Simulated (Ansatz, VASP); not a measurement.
**Two plane-wave programs on Ta**

```
Ta
1.0
    -1.39581    1.39581    2.25186
     1.39581   -1.39581    2.25186
     1.39581    1.39581   -2.25186
Ta
1
Direct
  0.00000 0.00000 0.00000
```

Alike in both runs: task single point; functional PBE; k mesh 20 × 20 × 20; occupations gaussian, width 0.15 eV; no spin polarisation.

|  | VASP | Ansatz |
| --- | --- | --- |
| version | VASP 6.6.1 | Ansatz 0.2.0 |
| potentials or method | VASP PAW PBE potentials, release 64 (Ta_pv), cutoff 520 eV | scalar-relativistic, plane waves, PAW |
| valence electrons in the cell | 11 | 13 |

```csv
,VASP,Ansatz,Ansatz less VASP
gap on the k mesh at the Fermi level (eV),none,none,-
pressure (GPa),13.2,13.1,-0.14
"traceless stress, the component that is largest in VASP (GPa)",5.85,5.86,+0.012
```

A gap of «none» marks a metal or a gap that the smearing closes. VASP's potentials hold 11 valence electrons a cell and Ansatz's 13, so a difference there can come from the potentials and not from the codes.

Spin-orbit coupling is off throughout.
